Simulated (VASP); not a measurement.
# Sc (Fm-3m) in VASP: notebook

Sc is run at these levels: PBEsol; tasks: single point.

All numbers are computed with VASP 6.6.1; they aren't measurements. Logs are shortened: lines on timing, memory, paths and dates and some standing lists are left out, and cuts for length are marked.

## (1) The cell of the first run

It takes space group Fm-3m (No. 225, cubic). Conventional cell: a = 4.189 Å, b = 4.189 Å, c = 4.189 Å, α = 90.00°, β = 90.00°, γ = 90.00°. Sc (site symmetry m-3m) has 12 Sc at 2.96 Å within 3.9 Å.

This isn't the form of Sc at room conditions, which is hcp.

## (2) Single point, PBEsol

INCAR reads:

```
PREC     = Accurate       # precision mode
ENCUT    = 500            # plane-wave cutoff, eV
EDIFF    = 1E-6           # SCF threshold, eV
ISMEAR   = -1             # smearing method
SIGMA    = 0.1            # smearing width, eV
LREAL    = False          # projectors in reciprocal space
LASPH    = True           # aspherical terms in the spheres
NELM     = 120            # most SCF steps
ALGO     = Normal         # electronic algorithm
ISIF     = 2              # what is computed and relaxed
LWAVE    = False          # write WAVECAR
LCHARG   = False          # write CHGCAR
GGA      = PS             # functional
NBANDS   = 12             # bands
GGA_COMPAT= False
```

KPOINTS reads:

```
regular mesh
0
Gamma
  17 17 17
```

POSCAR reads:

```
Sc
1.0
    0.0000000000      2.0944768994      2.0944768994
    2.0944768994      0.0000000000      2.0944768994
    2.0944768994      2.0944768994      0.0000000000
Sc
1
Direct
    0.0000000000      0.0000000000      0.0000000000
```

Potentials or basis: VASP PAW PBE potentials, release 64 (Sc_sv).

Launch:

```sh
$ cat potpaw_PBE.64/Sc_sv/POTCAR > POTCAR
$ mpirun -np 1 vasp_std > vasp.out
```

OUTCAR:

```text
PREC = Accurate
   ENCUT = 500
   EDIFF = 1E-6
   ISMEAR = -1
   LREAL = False
   LASPH = True
   NELM = 120
   ISIF = 2
   GGA = PS

 ion  position               nearest neighbor table
   1  0.000  0.000  0.000-

  LATTYP: Found a face centered cubic cell.
 ALAT       =     4.1889537988

  Lattice vectors:

 A1 = (   0.0000000000,   2.0944768994,   2.0944768994)
 A2 = (   2.0944768994,   0.0000000000,   2.0944768994)
 A3 = (   2.0944768994,   2.0944768994,   0.0000000000)

Analysis of symmetry for initial positions (statically):
=====================================================================
 Subroutine PRICEL returns:
 Original cell was already a primitive cell.

 Routine SETGRP: Setting up the symmetry group for a
 face centered cubic supercell.

 Subroutine GETGRP returns: Found 48 space group operations
 (whereof 48 operations were pure point group operations)
 out of a pool of 48 trial point group operations.

The static configuration has the point symmetry O_h .

Analysis of symmetry for dynamics (positions and initial velocities):
=====================================================================
 Subroutine PRICEL returns:
 Original cell was already a primitive cell.

 Routine SETGRP: Setting up the symmetry group for a
 face centered cubic supercell.

 Subroutine GETGRP returns: Found 48 space group operations
 (whereof 48 operations were pure point group operations)
 out of a pool of 48 trial point group operations.

The dynamic configuration has the point symmetry O_h .

 Subroutine INISYM returns: Found 48 space group operations
 (whereof 48 operations are pure point group operations),
 and found     1 'primitive' translations

----------------------------------------------------------------------------------------

                                     Primitive cell

  volume of cell :      18.3762

  direct lattice vectors                    reciprocal lattice vectors
     0.000000000  2.094476899  2.094476899    -0.238723091  0.238723091  0.238723091
     2.094476899  0.000000000  2.094476899     0.238723091 -0.238723091  0.238723091
     2.094476899  2.094476899  0.000000000     0.238723091  0.238723091 -0.238723091

  length of vectors
     2.962037637  2.962037637  2.962037637     0.413480523  0.413480523  0.413480523

  position of ions in fractional coordinates (direct lattice)
     0.000000000  0.000000000  0.000000000

  ion indices of the primitive-cell ions
   primitive index   ion index
                 1           1

----------------------------------------------------------------------------------------

 KPOINTS: regular mesh

Automatic generation of k-mesh.
 Grid dimensions read from file:
 generate k-points for:   17   17   17

 Generating k-lattice:

  Cartesian coordinates                     Fractional coordinates (reciprocal lattice)
    -0.014042535  0.014042535  0.014042535     0.058823529  0.000000000  0.000000000
     0.014042535 -0.014042535  0.014042535     0.000000000  0.058823529  0.000000000
     0.014042535  0.014042535 -0.014042535     0.000000000  0.000000000  0.058823529

  Length of vectors
     0.024322384  0.024322384  0.024322384

  Shift w.r.t. Gamma in fractional coordinates (k-lattice)
     0.000000000  0.000000000  0.000000000

 Subroutine IBZKPT returns following result:
 ===========================================

 Found    165 irreducible k-points:

 Following reciprocal coordinates:
            Coordinates               Weight
  0.000000  0.000000  0.000000      1.000000
  0.058824  0.000000  0.000000      8.000000
  0.117647  0.000000  0.000000      8.000000
  0.176471  0.000000  0.000000      8.000000
  0.235294  0.000000  0.000000      8.000000
  0.294118  0.000000  0.000000      8.000000
[... 16 lines left out ...]
 -0.176471  0.058824  0.000000     24.000000
 -0.117647  0.058824  0.000000     24.000000
 [... further k-points ...]
   k-points           NKPTS =    165   k-points in BZ     NKDIM =    165   number of bands    NBANDS=     12
   number of dos      NEDOS =    301   number of ions     NIONS =      1
   total plane-waves  NPLWV =  13824
   dimension x,y,z NGX =    24 NGY =   24 NGZ =   24
   dimension x,y,z NGXF=    48 NGYF=   48 NGZF=   48
   ions per type =               1
   NGX,Y,Z   is equivalent  to a cutoff of  13.47, 13.47, 13.47 a.u.
   NGXF,Y,Z  is equivalent  to a cutoff of  26.94, 26.94, 26.94 a.u.
 SYSTEM =  unknown system
   PREC   = accura    normal or accurate (medium, high low for compatibility)
   ISTART =      0    job   : 0-new  1-cont  2-samecut
   ICHARG =      2    charge: 1-file 2-atom 10-const
   ISPIN  =      1    spin polarized calculation?
   LNONCOLLINEAR =      F non collinear calculations
   LSORBIT =      F    spin-orbit coupling
   LASPH  =      T    aspherical Exc in radial PAW
   ENCUT  =  500.0 eV  36.75 Ry    6.06 a.u.   5.40  5.40  5.40*2*pi/ulx,y,z
   NELM   =    120;   NELMIN=  2; NELMDL= -5     # of ELM steps
   EDIFF  = 0.1E-05   stopping-criterion for ELM
   LREAL  =      F    real-space projection
   EDIFFG = 0.1E-04   stopping-criterion for IOM
   NSW    =      0    number of steps for IOM
   IBRION =     -1    ionic relax: 0-MD 1-quasi-New 2-CG
   NFREE  =      0    steps in history (QN), initial steepest desc. (CG)
   ISIF   =      2    stress and relaxation
   ISYM   =      2    0-nonsym 1-usesym 2-fastsym
   POTIM  = 0.5000    time-step for ionic-motion
   TEBEG  =    0.0;   TEEND  =   0.0 temperature during run
   PSTRESS=    0.0 pullay stress
   NELECT =      11.0000    total number of electrons
   NUPDOWN=      -1.0000    fix difference up-down
   EMIN   =  10.00;   EMAX   =-10.00  energy-range for DOS
   EFERMI =   0.00;   METHOD = LEGACY
   ISMEAR =    -1;   SIGMA  =   0.10  broadening in eV -4-tet -1-fermi 0-gaus
   EFERMI_NEDOS =   21; number of points for ismear=-14 and -15
   IALGO  =     38    algorithm
   IMIX   =      4    mixing-type and parameters
     AMIX     =   0.40;   BMIX     =  1.00
     AMIX_MAG =   1.60;   BMIX_MAG =  1.00
  volume/ion in A,a.u.               =      18.38       124.01
  Fermi-wavevector in a.u.,A,eV,Ry     =   1.379707  2.607268 25.899928  1.903591
  Thomas-Fermi vector in A             =   2.504651
   LORBIT       =      0    0 simple, 1 ext, 2 COOP (PROOUT), +10 PAW based schemes
   GGA     = PS    functional components
   LHFCALC =     F    Hartree Fock is set to
   AEXX    =    0.0000 exact exchange contribution
   IVDW    =     0    specifies the selected vdW correction
   LEPSILON=     F    determine dielectric tensor
   LRPA    =     F    only Hartree local field effects (RPA)
 non-spin polarized calculation
  energy-cutoff  :      500.00
  volume of cell :       18.38
 maximum number of plane-waves:       487
 NGX is ok and might be reduce to    24
   NGX = 11   NGY = 11   NGZ = 11

 number of electron      10.9999999 magnetization

 Free energy of the ion-electron system (eV)
  ---------------------------------------------------
  ext. energy  EPLUGINS =         0.00000000
  ---------------------------------------------------
  free energy    TOTEN  =        -6.30589370 eV

  energy without entropy =       -6.26506796  energy(sigma->0) =       -6.28548083

 E-fermi :   5.5277     XC(G=0): -11.2595

 val. band max:        5.4864626123   @ k =  -0.2941   0.2941   0.0000
 cond. band min:       5.5372125891   @ k =  -0.4706   0.2353   0.1176
 fundamental gap:      0.0507499768
 Fermi energy:         5.5276831958

 k-point     1 :       0.0000    0.0000    0.0000
  band No.  band energies     occupation
      1     -42.9931      2.00000
      2     -21.1929      2.00000
      3     -21.1929      2.00000
      4     -21.1929      2.00000
      5      -0.0651      2.00000
      6       7.4746      0.00000
      7       7.4746      0.00000
      8       7.4746      0.00000
      9       9.4987      0.00000
     10       9.4987      0.00000
     11      19.7630      0.00000
     12      24.3945      0.00000

 k-point     2 :       0.0588    0.0000    0.0000
  band No.  band energies     occupation
      1     -42.9863      2.00000
      2     -21.2305      2.00000
      3     -21.1973      2.00000
      4     -21.1973      2.00000
      5       0.0524      2.00000
      6       7.3785      0.00000
      7       7.5225      0.00000
      8       7.5225      0.00000
      9       9.4600      0.00000
     10       9.4600      0.00000
     11      19.9312      0.00000
     12      23.5283      0.00000

 k-point     3 :       0.1176    0.0000    0.0000
  band No.  band energies     occupation
      1     -42.9669      2.00000
      2     -21.3369      2.00000
      3     -21.2098      2.00000
      4     -21.2098      2.00000
      5       0.3935      2.00000
      6       7.1227      0.00000
      7       7.6443      0.00000
      8       7.6443      0.00000
      9       9.3751      0.00000
     10       9.3751      0.00000
     11      20.3509      0.00000
     12      22.0488      0.00000
[... 286 lines left out ...]
 k-point    23 :      -0.1765    0.0588    0.0000
  band No.  band energies     occupation
      1     -42.9208      2.00000
      2     -21.5645      2.00000
      3     -21.2703      2.00000
      4     -21.2256      2.00000
      5       1.2252      2.00000
      6       6.6091      0.00004
      7       7.7588      0.00000
      8       7.8689      0.00000
      9       9.0645      0.00000
     10       9.6387      0.00000
     11      20.0829      0.00000
     12      21.0115      0.00000

 k-point    24 :      -0.1176    0.0588    0.0000
  band No.  band energies     occupation
      1     -42.9525      2.00000
      2     -21.4008      2.00000
      3     -21.2434      2.00000
      4     -21.2083      2.00000
      5       0.6492      2.00000
      6       6.9381      0.00000
      7       7.7178      0.00000
      8       7.7434      0.00000
      9       9.1334      0.00000
     10       9.5234      0.00000
     11      20.6103      0.00000
     12      21.4981      0.00000

 [... further k-points ...]
[... 5 lines left out ...]
  --------------------------------------------------------------------------------------
  -------------------------------------------------------------------------------------
  Total        2.3052194      2.3052194      2.3052194      0.0000000      0.0000000      0.0000000
  in kB      200.9861467    200.9861467    200.9861467      0.0000000      0.0000000      0.0000000
  external PRESSURE =     200.9861467 kB  Pullay stress =       0.0000000 kB

 VOLUME and BASIS-vectors are now :
 -----------------------------------------------------------------------------
  energy-cutoff  :      500.00
  volume of cell :       18.38
      direct lattice vectors                 reciprocal lattice vectors
     0.000000000  2.094476899  2.094476899    -0.238723091  0.238723091  0.238723091
     2.094476899  0.000000000  2.094476899     0.238723091 -0.238723091  0.238723091
     2.094476899  2.094476899  0.000000000     0.238723091  0.238723091 -0.238723091

 POSITION                                       TOTAL-FORCE (eV/Angst)
 -----------------------------------------------------------------------------------
      0.00000      0.00000      0.00000         0.000000      0.000000      0.000000
 -----------------------------------------------------------------------------------
    total drift:                               -0.000000      0.000000      0.000000

  FREE ENERGIE OF THE ION-ELECTRON SYSTEM (eV)
  ---------------------------------------------------
  free  energy   TOTEN  =        -6.3058937017 eV

  energy  without entropy=       -6.2650679649  energy(sigma->0) =       -6.28548083
```

It took 20 s on 1 thread of AMD EPYC 9R14 (Zen 4), shared host; peak memory 0.13 GiB.

Results:

- Free energy: -6.3059 eV
- Pressure: 20.1 GPa
- Band gap on the k mesh: zero (an odd number of electrons rules out a gap without spin polarisation)

Levels at points of the mesh, in eV from the Fermi level:
```
           k point  band 1  band 2  band 3  band 4  band 5  band 6  band 7  band 8  band 9  band 10
(0.00, 0.00, 0.00)  -48.52  -26.72  -26.72  -26.72   -5.59    1.95    1.95    1.95    3.97     3.97
```

Caveat: the cell stands under pressure; the PAW data sets were made with another functional, which shifts forces and pressure a little.

## (3) Single point, PBEsol

This run uses another cell than the first one, of 20.42 Å³/atom.

INCAR is that of step 2.

KPOINTS reads:

```
Automatic mesh
0
Gamma
  17 17 17
```

POSCAR reads:

```
Sc
1.0
    0.0000000000      2.1695614080      2.1695614080
    2.1695614080      0.0000000000      2.1695614080
    2.1695614080      2.1695614080      0.0000000000
Sc
1
Direct
    0.0000000000      0.0000000000      0.0000000000
```

Potentials or basis: VASP PAW PBE potentials, release 64 (Sc_sv).

Launch:

```sh
$ cat potpaw_PBE.64/Sc_sv/POTCAR > POTCAR
$ mpirun -np 1 vasp_std > vasp.out
```

Wall time 21 s (1 thread of AMD EPYC 9R14 (Zen 4), shared host); peak memory 0.13 GiB.

The run converged. Its results:

```yaml
Free_energy: -6.4954 eV
Pressure: 10.0 GPa
Band_gap_on_the_k_mesh: zero (an odd number of electrons rules out a gap without spin polarisation)
```

Levels at points of the mesh, in eV from the Fermi level:
| k point | band 3 | band 4 | band 5 | band 6 | band 7 | band 8 |
| --- | --- | --- | --- | --- | --- | --- |
| (0.00, 0.00, 0.00) | -27.09 | -27.09 | -5.51 | 1.82 | 1.82 | 1.82 |

Caveat: the cell stands under pressure; the PAW data sets were made with another functional, which shifts forces and pressure a little.

## (4) Single point, PBEsol

This run uses another cell than the first one, of 21.82 Å³/atom.

INCAR reads:

```
SYSTEM = Sc
PREC = Accurate ; ENCUT = 500
EDIFF = 1E-6 ; ISMEAR = -1
SIGMA = 0.1 ; LREAL = .FALSE.
LASPH = .TRUE. ; NELM = 120
ALGO = Normal ; ISIF = 2
LWAVE = .FALSE. ; LCHARG = .FALSE.
GGA = PS ; NBANDS = 12
GGA_COMPAT = .FALSE.
```

KPOINTS reads:

```
regular mesh
0
G
  17 17 17
  0 0 0
```

POSCAR reads:

```
Sc
1.0
    0.0000000000      2.2179143793      2.2179143793
    2.2179143793      0.0000000000      2.2179143793
    2.2179143793      2.2179143793      0.0000000000
Sc
1
Direct
    0.0000000000      0.0000000000      0.0000000000
```

Launch:

```sh
$ cat potpaw_PBE.64/Sc_sv/POTCAR > POTCAR
$ mpirun -np 1 vasp_std > vasp.out
```

It took 22 s on 1 thread of AMD EPYC 9R14 (Zen 4), shared host; peak memory 0.13 GiB.

The run converged. Its results:

```
Free energy            : -6.5607 eV
Pressure               : 5.0 GPa
Band gap on the k mesh : zero (an odd number of electrons rules out a gap without spin polarisation)
```

Levels at points of the mesh, in eV from the Fermi level:
| k point | band 2 | band 3 | band 4 | band 5 | band 6 | band 7 | band 8 | band 9 |
| --- | --- | --- | --- | --- | --- | --- | --- | --- |
| (0.00, 0.00, 0.00) | -27.32 | -27.32 | -27.32 | -5.42 | 1.74 | 1.74 | 1.74 | 3.36 |

Caveat: the cell stands under pressure; the PAW data sets were made with another functional, which shifts forces and pressure a little.

## (5) Single point, PBEsol

This run uses another cell than the first one, of 23.70 Å³/atom.

INCAR reads:

```
PREC = Accurate ; ENCUT = 500
EDIFF = 1E-6 ; ISMEAR = -1
SIGMA = 0.1 ; LREAL = False
LASPH = True ; NELM = 120
ALGO = Normal ; ISIF = 2
LWAVE = False ; LCHARG = False
GGA = PS ; NBANDS = 12
GGA_COMPAT = False
```

KPOINTS reads:

```
regular mesh
0
Gamma
  17 17 17
```

POSCAR reads:

```
Sc
1.0
    0.0000000000      2.2798537123      2.2798537123
    2.2798537123      0.0000000000      2.2798537123
    2.2798537123      2.2798537123      0.0000000000
Sc
1
Direct
    0.0000000000      0.0000000000      0.0000000000
```

Launch:

```sh
$ cat potpaw_PBE.64/Sc_sv/POTCAR > POTCAR
$ mpirun -np 1 vasp_std > vasp.out
```

It took 23 s on 1 thread of AMD EPYC 9R14 (Zen 4), shared host; peak memory 0.14 GiB.

Results (log left out):

* Free energy: -6.5894 eV
* Pressure: 0.0 GPa
* Band gap on the k mesh: zero (an odd number of electrons rules out a gap without spin polarisation)

Levels at points of the mesh, in eV from the Fermi level:
| k point | band 1 | band 2 | band 3 | band 4 | band 5 | band 6 | band 7 | band 8 | band 9 | band 10 |
| --- | --- | --- | --- | --- | --- | --- | --- | --- | --- | --- |
| (0.00, 0.00, 0.00) | -49.12 | -27.60 | -27.60 | -27.60 | -5.27 | 1.63 | 1.63 | 1.63 | 3.08 | 3.08 |

Caveat: the PAW data sets were made with another functional, which shifts forces and pressure a little.

## (6) Overview

```csv
cell,gap on the mesh (eV),pressure (GPa)
"a = 2.962 Å, angles 60.0°, 1 atom",none,20.1
"a = 3.068 Å, angles 60.0°, 1 atom",none,10.0
"a = 3.137 Å, angles 60.0°, 1 atom",none,5.0
"a = 3.224 Å, angles 60.0°, 1 atom",none,0.0
```

Alike in all rows: task single point; level PBEsol; potentials or basis VASP PAW PBE potentials, release 64 (Sc_sv); no spin polarisation; k mesh 17 × 17 × 17; cutoff (eV) 500; smearing fermi-dirac 0.1 eV.

Caveats: the PAW data sets were made with another functional, which shifts forces and pressure a little; the cell stands under pressure (at least some runs).

Total energies depend on the potentials used, so only differences within one code and one set of settings carry meaning.
